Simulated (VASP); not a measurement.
# SiNi2 (Pnma) in VASP: single point with PBE

Aim: the single point of SiNi2 with PBE.

All numbers are computed with VASP 6.6.1; they aren't measurements. Logs are shortened: lines on timing, memory, paths and dates and some standing lists are left out, and cuts for length are marked.

### 1 The cell of the first run

It takes space group Pnma (No. 62, orthorhombic). Conventional cell: a = 4.990 Å, b = 3.720 Å, c = 7.060 Å, α = 90.00°, β = 90.00°, γ = 90.00°. Si (site symmetry m) has 9 Ni at 2.08 to 2.50 Å within 2.8 Å. Within 3.3 Å of Ni (site symmetry m) lie 6 Si at 2.46 to 3.22 Å and 8 Ni at 2.54 to 2.71 Å. Ni (site symmetry m) has 4 Si at 2.08 to 2.32 Å and 8 Ni at 2.54 to 2.71 Å within 2.8 Å.

### 2 Single point, PBE, collinear spin, ferromagnetic start

Input file INCAR:

```
PREC = Accurate
ENCUT = 520
EDIFF = 1E-6
ISMEAR = 0
SIGMA = 0.1
LREAL = F
LASPH = T
NELM = 150
ALGO = Normal
ISIF = 2
LWAVE = F
LCHARG = F
ISPIN = 2
MAGMOM = 0 0 0 0 2 2 2 2 2 2 2 2
LORBIT = 11
LMAXMIX = 4
GGA = PE
NBANDS = 64
KPAR = 4
```

Input file KPOINTS:

```
Automatic mesh
0
Gamma
  4 6 4
```

Input file POSCAR:

```
SiNi2
1.0
    4.9900000000      0.0000000000      0.0000000000
    0.0000000000      3.7200000000      0.0000000000
    0.0000000000      0.0000000000      7.0600000000
Si Ni
4 8
Direct
    0.2360000000      0.2500000000      0.3860000000
    0.2640000000      0.7500000000      0.8860000000
    0.7360000000      0.2500000000      0.1140000000
    0.7640000000      0.7500000000      0.6140000000
    0.9580000000      0.2500000000      0.7970000000
    0.5420000000      0.7500000000      0.2970000000
    0.4580000000      0.2500000000      0.7030000000
    0.0420000000      0.7500000000      0.2030000000
    0.3250000000      0.2500000000      0.0630000000
    0.1750000000      0.7500000000      0.5630000000
    0.8250000000      0.2500000000      0.4370000000
    0.6750000000      0.7500000000      0.9370000000
```

Potentials or basis: VASP PAW PBE potentials, release 64 (Si, Ni).

Started as:

```sh
$ cat potpaw_PBE.64/Si/POTCAR potpaw_PBE.64/Ni/POTCAR > POTCAR
$ mpirun -np 4 vasp_std > vasp.out
```

OUTCAR:

```text
PREC = Accurate
   ENCUT = 520
   EDIFF = 1E-6
   ISMEAR = 0
   LREAL = F
   LASPH = T
   NELM = 150
   ISIF = 2
   ISPIN = 2
   LORBIT = 11
   GGA = PE

 ion  position               nearest neighbor table
   1  0.236  0.250  0.386-  11 2.08  10 2.26  10 2.26   9 2.32   8 2.46   8 2.46   6 2.49   6 2.49
                             7 2.50  11 2.96   3 3.15   3 3.15
   2  0.264  0.750  0.886-  12 2.08   9 2.26   9 2.26  10 2.32   7 2.46   7 2.46   5 2.49   5 2.49
                             8 2.50  12 2.96   4 3.15   4 3.15
   3  0.736  0.250  0.114-   9 2.08  12 2.26  12 2.26  11 2.32   6 2.46   6 2.46   8 2.49   8 2.49
                             5 2.50   9 2.96   1 3.15   1 3.15
   4  0.764  0.750  0.614-  10 2.08  11 2.26  11 2.26  12 2.32   5 2.46   5 2.46   7 2.49   7 2.49
                             6 2.50  10 2.96   2 3.15   2 3.15
   5  0.958  0.250  0.797-   4 2.46   4 2.46   2 2.49   2 2.49   3 2.50  12 2.54  12 2.54   7 2.58
                             7 2.58   9 2.62  11 2.63  10 2.71  10 2.71
   6  0.542  0.750  0.297-   3 2.46   3 2.46   1 2.49   1 2.49   4 2.50  11 2.54  11 2.54   8 2.58
                             8 2.58  10 2.62  12 2.63   9 2.71   9 2.71
   7  0.458  0.250  0.703-   2 2.46   2 2.46   4 2.49   4 2.49   1 2.50  10 2.54  10 2.54   5 2.58
                             5 2.58  11 2.62   9 2.63  12 2.71  12 2.71
   8  0.042  0.750  0.203-   1 2.46   1 2.46   3 2.49   3 2.49   2 2.50   9 2.54   9 2.54   6 2.58
                             6 2.58  12 2.62  10 2.63  11 2.71  11 2.71
   9  0.325  0.250  0.063-   3 2.08   2 2.26   2 2.26   1 2.32   8 2.54   8 2.54   5 2.62   7 2.63
                            12 2.70  12 2.70   6 2.71   6 2.71   3 2.96
  10  0.175  0.750  0.563-   4 2.08   1 2.26   1 2.26   2 2.32   7 2.54   7 2.54   6 2.62   8 2.63
                            11 2.70  11 2.70   5 2.71   5 2.71   4 2.96
  11  0.825  0.250  0.437-   1 2.08   4 2.26   4 2.26   3 2.32   6 2.54   6 2.54   7 2.62   5 2.63
                            10 2.70  10 2.70   8 2.71   8 2.71   1 2.96
  12  0.675  0.750  0.937-   2 2.08   3 2.26   3 2.26   4 2.32   5 2.54   5 2.54   8 2.62   6 2.63
                             9 2.70   9 2.70   7 2.71   7 2.71   2 2.96

  LATTYP: Found a simple orthorhombic cell.
 ALAT       =     3.7200000000
 B/A-ratio  =     1.3413978495
 C/A-ratio  =     1.8978494624

  Lattice vectors:

 A1 = (   0.0000000000,  -3.7200000000,   0.0000000000)
 A2 = (   4.9900000000,   0.0000000000,   0.0000000000)
 A3 = (   0.0000000000,   0.0000000000,   7.0600000000)

Analysis of symmetry for initial positions (statically):
=====================================================================
 Subroutine PRICEL returns:
 Original cell was already a primitive cell.

 Routine SETGRP: Setting up the symmetry group for a
 simple orthorhombic supercell.

 Subroutine GETGRP returns: Found  8 space group operations
 (whereof  2 operations were pure point group operations)
 out of a pool of  8 trial point group operations.

The static configuration has the point symmetry S_2 .
 The point group associated with its full space group is D_2h.

Analysis of symmetry for dynamics (positions and initial velocities):
=====================================================================
 Subroutine PRICEL returns:
 Original cell was already a primitive cell.

 Routine SETGRP: Setting up the symmetry group for a
 simple orthorhombic supercell.

 Subroutine GETGRP returns: Found  8 space group operations
 (whereof  2 operations were pure point group operations)
 out of a pool of  8 trial point group operations.

The dynamic configuration has the point symmetry S_2 .
 The point group associated with its full space group is D_2h.

Analysis of structural, dynamic, and magnetic symmetry:
=====================================================================
 Subroutine PRICEL returns:
 Original cell was already a primitive cell.

 Routine SETGRP: Setting up the symmetry group for a
 simple orthorhombic supercell.

 Subroutine GETGRP returns: Found  8 space group operations
 (whereof  2 operations were pure point group operations)
 out of a pool of  8 trial point group operations.

The overall configuration has the point symmetry S_2 .
 The point group associated with its full space group is D_2h.

 Subroutine INISYM returns: Found  8 space group operations
 (whereof  2 operations are pure point group operations),
 and found     1 'primitive' translations

----------------------------------------------------------------------------------------

                                     Primitive cell

  volume of cell :     131.0534

  direct lattice vectors                    reciprocal lattice vectors
     4.990000000  0.000000000  0.000000000     0.200400802  0.000000000  0.000000000
     0.000000000  3.720000000  0.000000000     0.000000000  0.268817204  0.000000000
     0.000000000  0.000000000  7.060000000     0.000000000  0.000000000  0.141643059

  length of vectors
     4.990000000  3.720000000  7.060000000     0.200400802  0.268817204  0.141643059

  position of ions in fractional coordinates (direct lattice)
     0.236000000  0.250000000  0.386000000
     0.264000000  0.750000000  0.886000000
     0.736000000  0.250000000  0.114000000
     0.764000000  0.750000000  0.614000000
     0.958000000  0.250000000  0.797000000
     0.542000000  0.750000000  0.297000000
     0.458000000  0.250000000  0.703000000
[... 78 lines left out ...]
   dimension x,y,z NGXF=    80 NGYF=   56 NGZF=  108
   ions per type =               4   8
   NGX,Y,Z   is equivalent  to a cutoff of  13.33, 12.51, 12.72 a.u.
   NGXF,Y,Z  is equivalent  to a cutoff of  26.65, 25.03, 25.43 a.u.
 SYSTEM =  unknown system
   PREC   = accura    normal or accurate (medium, high low for compatibility)
   ISTART =      0    job   : 0-new  1-cont  2-samecut
   ICHARG =      2    charge: 1-file 2-atom 10-const
   ISPIN  =      2    spin polarized calculation?
   LNONCOLLINEAR =      F non collinear calculations
   LSORBIT =      F    spin-orbit coupling
   LASPH  =      T    aspherical Exc in radial PAW
   ENCUT  =  520.0 eV  38.22 Ry    6.18 a.u.   9.28  6.92 13.13*2*pi/ulx,y,z
   NELM   =    150;   NELMIN=  2; NELMDL= -5     # of ELM steps
   EDIFF  = 0.1E-05   stopping-criterion for ELM
   LREAL  =      F    real-space projection
   EDIFFG = 0.1E-04   stopping-criterion for IOM
   NSW    =      0    number of steps for IOM
   IBRION =     -1    ionic relax: 0-MD 1-quasi-New 2-CG
   NFREE  =      0    steps in history (QN), initial steepest desc. (CG)
   ISIF   =      2    stress and relaxation
   ISYM   =      2    0-nonsym 1-usesym 2-fastsym
   POTIM  = 0.5000    time-step for ionic-motion
   TEBEG  =    0.0;   TEEND  =   0.0 temperature during run
   PSTRESS=    0.0 pullay stress
   NELECT =      96.0000    total number of electrons
   NUPDOWN=      -1.0000    fix difference up-down
   EMIN   =  10.00;   EMAX   =-10.00  energy-range for DOS
   EFERMI =   0.00;   METHOD = LEGACY
   ISMEAR =     0;   SIGMA  =   0.10  broadening in eV -4-tet -1-fermi 0-gaus
   EFERMI_NEDOS =   21; number of points for ismear=-14 and -15
   IALGO  =     38    algorithm
   IMIX   =      4    mixing-type and parameters
     AMIX     =   0.40;   BMIX     =  1.00
     AMIX_MAG =   1.60;   BMIX_MAG =  1.00
  volume/ion in A,a.u.               =      10.92        73.70
  Fermi-wavevector in a.u.,A,eV,Ry     =   1.475760  2.788783 29.631703  2.177869
  Thomas-Fermi vector in A             =   2.590370
   LORBIT       =     11    0 simple, 1 ext, 2 COOP (PROOUT), +10 PAW based schemes
   GGA     = PE    functional components
   LHFCALC =     F    Hartree Fock is set to
   AEXX    =    0.0000 exact exchange contribution
   IVDW    =     0    specifies the selected vdW correction
   LEPSILON=     F    determine dielectric tensor
   LRPA    =     F    only Hartree local field effects (RPA)
 spin polarized calculation
 Gauss-broadening in eV      SIGMA  =   0.10
  energy-cutoff  :      520.00
  volume of cell :      131.05
 maximum number of plane-waves:      3556
 NGX is ok and might be reduce to    40
   NGX = 19   NGY = 13   NGZ = 27

 number of electron      95.9999939 magnetization       0.0007477

 number of electron      95.9999939 magnetization      -0.0003448

 Free energy of the ion-electron system (eV)
  ---------------------------------------------------
  ext. energy  EPLUGINS =         0.00000000
  ---------------------------------------------------
  free energy    TOTEN  =       -70.89215059 eV

  energy without entropy =      -70.86088276  energy(sigma->0) =      -70.87651667

 E-fermi :  11.1831     XC(G=0): -12.9065

 val. band max:       11.1825751359   @ k =   0.0000   0.3333   0.2500
 cond. band min:      11.1870213271   @ k =   0.2500   0.0000   0.5000
 fundamental gap:      0.0044461912
 Fermi energy:        11.1830612970

 spin component 1

 k-point     1 :       0.0000    0.0000    0.0000
  band No.  band energies     occupation
      1      -1.5022      1.00000
      2       1.0610      1.00000
      3       1.1067      1.00000
      4       2.7577      1.00000
      5       4.6583      1.00000
      6       4.7997      1.00000
[... 1501 lines left out ...]
     59      16.2188      0.00000
     60      16.2188      0.00000

 [... further k-points ...]

 spin component 2

 k-point     1 :       0.0000    0.0000    0.0000
  band No.  band energies     occupation
      1      -1.5023      1.00000
      2       1.0610      1.00000
      3       1.1067      1.00000
      4       2.7577      1.00000
      5       4.6583      1.00000
      6       4.7997      1.00000
[... 1501 lines left out ...]
     59      16.2187      0.00000
     60      16.2187      0.00000

 [... further k-points ...]

 [bands above 60 left out]

------------------------ aborting loop because EDIFF is reached ----------------------------------------

  FORCE on cell =-STRESS in cart. coord.  units (eV):
  Direction    XX          YY          ZZ          XY          YZ          ZX
  --------------------------------------------------------------------------------------
  -------------------------------------------------------------------------------------
  Total       16.0414174      3.2147701      0.2276534      0.0000000      0.0000000      0.0000000
  in kB      196.1124360     39.3017885      2.7831501      0.0000000      0.0000000      0.0000000
  external PRESSURE =      79.3991248 kB  Pullay stress =       0.0000000 kB

 VOLUME and BASIS-vectors are now :
 -----------------------------------------------------------------------------
  energy-cutoff  :      520.00
  volume of cell :      131.05
      direct lattice vectors                 reciprocal lattice vectors
     4.990000000  0.000000000  0.000000000     0.200400802  0.000000000  0.000000000
     0.000000000  3.720000000  0.000000000     0.000000000  0.268817204  0.000000000
     0.000000000  0.000000000  7.060000000     0.000000000  0.000000000  0.141643059

 POSITION                                       TOTAL-FORCE (eV/Angst)
 -----------------------------------------------------------------------------------
      1.17764      0.93000      2.72516         2.730745      0.000000     -0.695881
      1.31736      2.79000      6.25516        -2.730745     -0.000000     -0.695881
      3.67264      0.93000      0.80484         2.730745      0.000000      0.695881
      3.81236      2.79000      4.33484        -2.730745     -0.000000      0.695881
      4.78042      0.93000      5.62682         0.506443     -0.000000      0.247697
      2.70458      2.79000      2.09682        -0.506443      0.000000      0.247697
      2.28542      0.93000      4.96318         0.506443     -0.000000     -0.247697
      0.20958      2.79000      1.43318        -0.506443      0.000000     -0.247697
      1.62175      0.93000      0.44478        -1.497142      0.000000     -0.093245
      0.87325      2.79000      3.97478         1.497142      0.000000     -0.093245
      4.11675      0.93000      3.08522        -1.497142      0.000000      0.093245
      3.36825      2.79000      6.61522         1.497142      0.000000      0.093245
 -----------------------------------------------------------------------------------
    total drift:                                0.000000      0.000000      0.000000

  FREE ENERGIE OF THE ION-ELECTRON SYSTEM (eV)
  ---------------------------------------------------
  free  energy   TOTEN  =       -70.8921505855 eV

  energy  without entropy=      -70.8608827624  energy(sigma->0) =      -70.87651667

 total charge

# of ion       s       p       d       tot
------------------------------------------
    1        0.742   0.911   0.000   1.654
    2        0.742   0.911   0.000   1.654
    3        0.742   0.911   0.000   1.654
    4        0.742   0.911   0.000   1.654
    5        0.426   0.521   8.443   9.391
    6        0.426   0.521   8.443   9.391
    7        0.426   0.521   8.443   9.391
    8        0.426   0.521   8.443   9.391
    9        0.515   0.647   8.533   9.695
   10        0.515   0.647   8.533   9.695
   11        0.515   0.647   8.533   9.695
   12        0.515   0.647   8.533   9.695
--------------------------------------------------
tot          6.733   8.318  67.905  82.956

 magnetization (x)

# of ion       s       p       d       tot
------------------------------------------
    1        0.000  -0.000   0.000  -0.000
    2        0.000  -0.000   0.000  -0.000
    3        0.000  -0.000   0.000  -0.000
    4        0.000  -0.000   0.000  -0.000
    5       -0.000  -0.000  -0.000  -0.000
    6       -0.000  -0.000  -0.000  -0.000
    7       -0.000  -0.000  -0.000  -0.000
    8       -0.000  -0.000  -0.000  -0.000
    9       -0.000  -0.000   0.000   0.000
   10       -0.000  -0.000   0.000   0.000
   11       -0.000  -0.000   0.000   0.000
   12       -0.000  -0.000   0.000   0.000
--------------------------------------------------
tot         -0.000  -0.000   0.000  -0.000
```

Run time: 7.2 min. Hardware: 4 MPI ranks of Oxide Virtual Turin-like, shared host; peak memory 0.53 GiB.

Results:

| Item | Value |
| --- | --- |
| Free energy | -70.8922 eV |
| Pressure | 7.9 GPa |
| Largest force | 2.818 eV/Å |
| Band gap on the k mesh | zero (filled and empty bands overlap) |
| Net moment | 0.00 μB per cell |
| Valence electrons inside the program's atomic spheres | Si 1.65; Ni 9.39, 9.70 (each value once) |

Forces in eV/Å, atoms in the order of the input:
```
Si   2.731  0.000 -0.696
Si  -2.731  0.000 -0.696
Si   2.731  0.000  0.696
Si  -2.731  0.000  0.696
Ni   0.506  0.000  0.248
Ni  -0.506  0.000  0.248
Ni   0.506  0.000 -0.248
Ni  -0.506  0.000 -0.248
Ni  -1.497  0.000 -0.093
Ni   1.497  0.000 -0.093
Ni  -1.497  0.000  0.093
Ni   1.497  0.000  0.093
```

Caveat: the stress differs along the axes, from 0 to 20 GPa; the moments typed at the start vanished in this run; forces of over 1 eV/Å act on the atoms, so gaps and moduli don't describe the material at rest.
